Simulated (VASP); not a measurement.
# ZrB (Fm-3m) in VASP: further runs

The runs below take ZrB through single point, relaxation of cell and atoms, with PBE.

All numbers are computed with VASP 6.6.1; they aren't measurements. Logs are shortened: lines on timing, memory, paths and dates and some standing lists are left out, and cuts for length are marked.

## 1. The cell of the first run

Symmetry: Fm-3m, No. 225, cubic system. The conventional cell has a = 4.904 Å, b = 4.904 Å, c = 4.904 Å, α = 90.00°, β = 90.00°, γ = 90.00°. Zr (site symmetry m-3m) has 6 B at 2.45 Å within 3.2 Å. B (site symmetry m-3m) has 6 Zr at 2.45 Å within 3.2 Å.

## 2. Single point, PBE

INCAR reads:

```
SYSTEM = ZrB
PREC = Accurate
ENCUT = 520
EDIFF = 1E-6
ISMEAR = 0
SIGMA = 0.1
LREAL = .FALSE.
LASPH = .TRUE.
NELM = 100
ALGO = Normal
ISIF = 2
LWAVE = .FALSE.
LCHARG = .FALSE.
GGA = PE
NBANDS = 14
```

KPOINTS reads:

```
Automatic mesh
0
G
  20 20 20
  0 0 0
```

POSCAR reads:

```
ZrB
1.0
    0.0000000000      2.4520589663      2.4520589663
    2.4520589663      0.0000000000      2.4520589663
    2.4520589663      2.4520589663      0.0000000000
Zr B
1 1
Direct
    0.0000000000      0.0000000000      0.0000000000
    0.5000000000      0.5000000000      0.5000000000
```

Potentials or basis: VASP PAW PBE potentials, release 64 (Zr_sv, B).

The run is started by

```
$ cat potpaw_PBE.64/Zr_sv/POTCAR potpaw_PBE.64/B/POTCAR > POTCAR
$ mpirun -np 1 vasp_std > vasp.out
```

OUTCAR:

```text
SYSTEM = ZrB
   PREC = Accurate
   ENCUT = 520
   EDIFF = 1E-6
   ISMEAR = 0
   LREAL = .FALSE.
   LASPH = .TRUE.
   NELM = 100
   ISIF = 2
   GGA = PE

 ion  position               nearest neighbor table
   1  0.000  0.000  0.000-   2 2.45   2 2.45   2 2.45   2 2.45   2 2.45   2 2.45
   2  0.500  0.500  0.500-   1 2.45   1 2.45   1 2.45   1 2.45   1 2.45   1 2.45

  LATTYP: Found a face centered cubic cell.
 ALAT       =     4.9041179326

  Lattice vectors:

 A1 = (   0.0000000000,   2.4520589663,   2.4520589663)
 A2 = (   2.4520589663,   0.0000000000,   2.4520589663)
 A3 = (   2.4520589663,   2.4520589663,   0.0000000000)

Analysis of symmetry for initial positions (statically):
=====================================================================
 Subroutine PRICEL returns:
 Original cell was already a primitive cell.

 Routine SETGRP: Setting up the symmetry group for a
 face centered cubic supercell.

 Subroutine GETGRP returns: Found 48 space group operations
 (whereof 48 operations were pure point group operations)
 out of a pool of 48 trial point group operations.

The static configuration has the point symmetry O_h .

Analysis of symmetry for dynamics (positions and initial velocities):
=====================================================================
 Subroutine PRICEL returns:
 Original cell was already a primitive cell.

 Routine SETGRP: Setting up the symmetry group for a
 face centered cubic supercell.

 Subroutine GETGRP returns: Found 48 space group operations
 (whereof 48 operations were pure point group operations)
 out of a pool of 48 trial point group operations.

The dynamic configuration has the point symmetry O_h .

 Subroutine INISYM returns: Found 48 space group operations
 (whereof 48 operations are pure point group operations),
 and found     1 'primitive' translations

----------------------------------------------------------------------------------------

                                     Primitive cell

  volume of cell :      29.4865

  direct lattice vectors                    reciprocal lattice vectors
     0.000000000  2.452058966  2.452058966    -0.203910268  0.203910268  0.203910268
     2.452058966  0.000000000  2.452058966     0.203910268 -0.203910268  0.203910268
     2.452058966  2.452058966  0.000000000     0.203910268  0.203910268 -0.203910268

  length of vectors
     3.467735046  3.467735046  3.467735046     0.353182944  0.353182944  0.353182944

  position of ions in fractional coordinates (direct lattice)
     0.000000000  0.000000000  0.000000000
     0.500000000  0.500000000  0.500000000

  ion indices of the primitive-cell ions
   primitive index   ion index
                 1           1
                 2           2

----------------------------------------------------------------------------------------

 KPOINTS: Automatic mesh

Automatic generation of k-mesh.
 Grid dimensions read from file:
 generate k-points for:   20   20   20

 Generating k-lattice:

  Cartesian coordinates                     Fractional coordinates (reciprocal lattice)
    -0.010195513  0.010195513  0.010195513     0.050000000  0.000000000  0.000000000
     0.010195513 -0.010195513  0.010195513     0.000000000  0.050000000  0.000000000
     0.010195513  0.010195513 -0.010195513     0.000000000  0.000000000  0.050000000

  Length of vectors
     0.017659147  0.017659147  0.017659147

  Shift w.r.t. Gamma in fractional coordinates (k-lattice)
     0.000000000  0.000000000  0.000000000

 Subroutine IBZKPT returns following result:
 ===========================================

 Found    256 irreducible k-points:

 Following reciprocal coordinates:
            Coordinates               Weight
  0.000000  0.000000  0.000000      1.000000
  0.050000  0.000000  0.000000      8.000000
  0.100000  0.000000  0.000000      8.000000
  0.150000  0.000000  0.000000      8.000000
  0.200000  0.000000  0.000000      8.000000
  0.250000  0.000000  0.000000      8.000000
[... 16 lines left out ...]
 -0.400000  0.050000  0.000000     24.000000
 -0.350000  0.050000  0.000000     24.000000
 [... further k-points ...]
   k-points           NKPTS =    256   k-points in BZ     NKDIM =    256   number of bands    NBANDS=     14
   number of dos      NEDOS =    301   number of ions     NIONS =      2
   total plane-waves  NPLWV =  21952
   dimension x,y,z NGX =    28 NGY =   28 NGZ =   28
   dimension x,y,z NGXF=    56 NGYF=   56 NGZF=   56
   ions per type =               1   1
   NGX,Y,Z   is equivalent  to a cutoff of  13.42, 13.42, 13.42 a.u.
   NGXF,Y,Z  is equivalent  to a cutoff of  26.85, 26.85, 26.85 a.u.
 SYSTEM =  ZrB
   PREC   = accura    normal or accurate (medium, high low for compatibility)
   ISTART =      0    job   : 0-new  1-cont  2-samecut
   ICHARG =      2    charge: 1-file 2-atom 10-const
   ISPIN  =      1    spin polarized calculation?
   LNONCOLLINEAR =      F non collinear calculations
   LSORBIT =      F    spin-orbit coupling
   LASPH  =      T    aspherical Exc in radial PAW
   ENCUT  =  520.0 eV  38.22 Ry    6.18 a.u.   6.45  6.45  6.45*2*pi/ulx,y,z
   NELM   =    100;   NELMIN=  2; NELMDL= -5     # of ELM steps
   EDIFF  = 0.1E-05   stopping-criterion for ELM
   LREAL  =      F    real-space projection
   EDIFFG = 0.1E-04   stopping-criterion for IOM
   NSW    =      0    number of steps for IOM
   IBRION =     -1    ionic relax: 0-MD 1-quasi-New 2-CG
   NFREE  =      0    steps in history (QN), initial steepest desc. (CG)
   ISIF   =      2    stress and relaxation
   ISYM   =      2    0-nonsym 1-usesym 2-fastsym
   POTIM  = 0.5000    time-step for ionic-motion
   TEBEG  =    0.0;   TEEND  =   0.0 temperature during run
   PSTRESS=    0.0 pullay stress
   NELECT =      15.0000    total number of electrons
   NUPDOWN=      -1.0000    fix difference up-down
   EMIN   =  10.00;   EMAX   =-10.00  energy-range for DOS
   EFERMI =   0.00;   METHOD = LEGACY
   ISMEAR =     0;   SIGMA  =   0.10  broadening in eV -4-tet -1-fermi 0-gaus
   EFERMI_NEDOS =   21; number of points for ismear=-14 and -15
   IALGO  =     38    algorithm
   IMIX   =      4    mixing-type and parameters
     AMIX     =   0.40;   BMIX     =  1.00
     AMIX_MAG =   1.60;   BMIX_MAG =  1.00
  volume/ion in A,a.u.               =      14.74        99.49
  Fermi-wavevector in a.u.,A,eV,Ry     =   1.306866  2.469618 23.237368  1.707898
  Thomas-Fermi vector in A             =   2.437639
   LORBIT       =      0    0 simple, 1 ext, 2 COOP (PROOUT), +10 PAW based schemes
   GGA     = PE    functional components
   LHFCALC =     F    Hartree Fock is set to
   AEXX    =    0.0000 exact exchange contribution
   IVDW    =     0    specifies the selected vdW correction
   LEPSILON=     F    determine dielectric tensor
   LRPA    =     F    only Hartree local field effects (RPA)
 non-spin polarized calculation
 Gauss-broadening in eV      SIGMA  =   0.10
  energy-cutoff  :      520.00
  volume of cell :       29.49
 maximum number of plane-waves:       821
 NGX is ok and might be reduce to    28
   NGX = 13   NGY = 13   NGZ = 13

 number of electron      15.0000000 magnetization

 Free energy of the ion-electron system (eV)
  ---------------------------------------------------
  ext. energy  EPLUGINS =         0.00000000
  ---------------------------------------------------
  free energy    TOTEN  =       -16.00710848 eV

  energy without entropy =      -16.00102002  energy(sigma->0) =      -16.00406425

 E-fermi :   7.4528     XC(G=0): -11.4750

 val. band max:        7.4484302165   @ k =  -0.4000   0.4500   0.1500
 cond. band min:       7.4564951023   @ k =   0.3500   0.1500   0.0500
 fundamental gap:      0.0080648858
 Fermi energy:         7.4527933929

 k-point     1 :       0.0000    0.0000    0.0000
  band No.  band energies     occupation
      1     -40.0339      2.00000
      2     -17.8597      2.00000
      3     -17.8597      2.00000
      4     -17.8597      2.00000
      5      -0.5873      2.00000
      6       9.1958      0.00000
      7       9.1958      0.00000
      8       9.1958      0.00000
      9      10.5886      0.00000
     10      10.5886      0.00000
     11      10.8764      0.00000
     12      10.8764      0.00000
     13      10.8764      0.00000
     14      18.4398      0.00000

 k-point     2 :       0.0500    0.0000    0.0000
  band No.  band energies     occupation
      1     -40.0325      2.00000
      2     -17.8735      2.00000
      3     -17.8611      2.00000
      4     -17.8611      2.00000
      5      -0.5313      2.00000
      6       8.9965      0.00000
      7       9.1753      0.00000
      8       9.1753      0.00000
      9      10.0343      0.00000
     10      10.0343      0.00000
     11      10.9708      0.00000
     12      11.5626      0.00000
     13      11.5626      0.00000
     14      18.4178      0.00000

 k-point     3 :       0.1000    0.0000    0.0000
  band No.  band energies     occupation
      1     -40.0285      2.00000
      2     -17.9136      2.00000
      3     -17.8651      2.00000
      4     -17.8651      2.00000
      5      -0.3660      2.00000
      6       8.5169      0.00000
      7       8.9176      0.00000
      8       8.9176      0.00000
      9       9.7422      0.00000
     10       9.7422      0.00000
     11      11.1580      0.00000
     12      12.4431      0.00000
     13      12.4431      0.00000
     14      18.6457      0.00000
[... 324 lines left out ...]
 k-point    23 :      -0.4000    0.0500    0.0000
  band No.  band energies     occupation
      1     -39.9794      2.00000
      2     -18.3597      2.00000
      3     -17.9264      2.00000
      4     -17.9108      2.00000
      5       2.4720      2.00000
      6       4.4767      2.00000
      7       6.4017      2.00000
      8       6.4749      2.00000
      9      11.8056      0.00000
     10      12.0423      0.00000
     11      12.9967      0.00000
     12      15.9527      0.00000
     13      17.5783      0.00000
     14      18.4837      0.00000

 k-point    24 :      -0.3500    0.0500    0.0000
  band No.  band energies     occupation
      1     -39.9851      2.00000
      2     -18.3097      2.00000
      3     -17.9227      2.00000
      4     -17.9030      2.00000
      5       1.9204      2.00000
      6       5.0731      2.00000
      7       6.5643      2.00000
      8       6.6811      2.00000
      9      11.3744      0.00000
     10      11.7202      0.00000
     11      12.5982      0.00000
     12      16.7147      0.00000
     13      16.9507      0.00000
     14      17.8891      0.00000

 [... further k-points ...]

------------------------ aborting loop because EDIFF is reached ----------------------------------------

  FORCE on cell =-STRESS in cart. coord.  units (eV):
  Direction    XX          YY          ZZ          XY          YZ          ZX
  --------------------------------------------------------------------------------------
  -------------------------------------------------------------------------------------
  Total        0.0194371      0.0194371      0.0194371     -0.0000000      0.0000000     -0.0000000
  in kB        1.0561362      1.0561362      1.0561362     -0.0000000      0.0000000     -0.0000000
  external PRESSURE =       1.0561362 kB  Pullay stress =       0.0000000 kB

 VOLUME and BASIS-vectors are now :
 -----------------------------------------------------------------------------
  energy-cutoff  :      520.00
  volume of cell :       29.49
      direct lattice vectors                 reciprocal lattice vectors
     0.000000000  2.452058966  2.452058966    -0.203910268  0.203910268  0.203910268
     2.452058966  0.000000000  2.452058966     0.203910268 -0.203910268  0.203910268
     2.452058966  2.452058966  0.000000000     0.203910268  0.203910268 -0.203910268

 POSITION                                       TOTAL-FORCE (eV/Angst)
 -----------------------------------------------------------------------------------
      0.00000      0.00000      0.00000        -0.000000     -0.000000     -0.000000
      2.45206      2.45206      2.45206         0.000000      0.000000      0.000000
 -----------------------------------------------------------------------------------
    total drift:                               -0.000000      0.000000      0.000000

  FREE ENERGIE OF THE ION-ELECTRON SYSTEM (eV)
  ---------------------------------------------------
  free  energy   TOTEN  =       -16.0071084764 eV

  energy  without entropy=      -16.0010200217  energy(sigma->0) =      -16.00406425
```

Wall time 2.4 min (1 thread of Intel Xeon 8259CL, shared host); peak memory 0.24 GiB.

Results:

```
Free energy            : -16.0071 eV
Pressure               : 0.1 GPa
Band gap on the k mesh : zero (an odd number of electrons rules out a gap without spin polarisation)
```

## 3. Relaxation of cell and atoms, PBE

INCAR reads:

```
PREC     = Accurate       # precision mode
ENCUT    = 600            # plane-wave cutoff, eV
EDIFF    = 1E-7           # SCF threshold, eV
ISMEAR   = 0              # smearing method
SIGMA    = 0.1            # smearing width, eV
LREAL    = F              # projectors in reciprocal space
LASPH    = T              # aspherical terms in the spheres
NELM     = 80             # most SCF steps
ALGO     = Normal         # electronic algorithm
ISIF     = 3              # what is computed and relaxed
LWAVE    = F              # write WAVECAR
LCHARG   = F              # write CHGCAR
GGA      = PE             # functional
IBRION   = 2              # ionic algorithm
NSW      = 100            # ionic steps
EDIFFG   = -0.01          # ionic threshold
```

KPOINTS reads:

```
regular mesh
0
Gamma
  20 20 20
```

POSCAR reads:

```
ZrB
1.0
    0.0000000000      2.4515811106      2.4515811106
    2.4515811106      0.0000000000      2.4515811106
    2.4515811106      2.4515811106      0.0000000000
Zr B
1 1
Direct
    0.0000000000      0.0000000000      0.0000000000
    0.5000000000      0.5000000000      0.5000000000
```

Potentials or basis: VASP PAW PBE potentials, release 64 (Zr_sv, B).

The run is started by

```
$ cat potpaw_PBE.64/Zr_sv/POTCAR potpaw_PBE.64/B/POTCAR > POTCAR
$ mpirun -np 1 vasp_std > vasp.out
```

It took 4.9 min on 1 thread of Intel Xeon 8259CL, shared host; peak memory 0.26 GiB.

It converged, with:

- Free energy: -16.0078 eV
- Relaxed volume: 14.75 Å³/atom
- Relaxed cell: a = 3.468 Å, b = 3.468 Å, c = 3.468 Å, α = 60.00°, β = 60.00°, γ = 60.00°
- Space group after relaxing (to 0.1 Å): Fm-3m (No. 225)
- Energy gained by relaxing: 0.0 meV/atom
- Ionic steps: 3
- Pressure after relaxing: 0.0 GPa
- Band gap on the k mesh: zero (an odd number of electrons rules out a gap without spin polarisation)

Final structure:
```yaml
crystal:
  lattice:
    - [0.00000, 2.45260, 2.45260]
    - [2.45260, 0.00000, 2.45260]
    - [2.45260, 2.45260, 0.00000]
  atoms:
    - { symbol: Zr, position: [0.00000, 0.00000, 0.00000] }
    - { symbol: B, position: [0.50000, 0.50000, 0.50000] }
```

Levels at points of the mesh, in eV from the Fermi level:
| k point | band 4 | band 5 | band 6 | band 7 | band 8 | band 9 | band 10 | band 11 |
| --- | --- | --- | --- | --- | --- | --- | --- | --- |
| (0.00, 0.00, 0.00) | -25.32 | -8.04 | 1.74 | 1.74 | 1.74 | 3.13 | 3.13 | 3.42 |
| (0.50, 0.00, 0.00) | -25.37 | -4.19 | -3.80 | -1.16 | -1.16 | 4.81 | 4.81 | 6.07 |
| (0.50, 0.50, 0.00) | -25.50 | -6.10 | -0.79 | -0.77 | 2.04 | 2.04 | 4.54 | 5.71 |
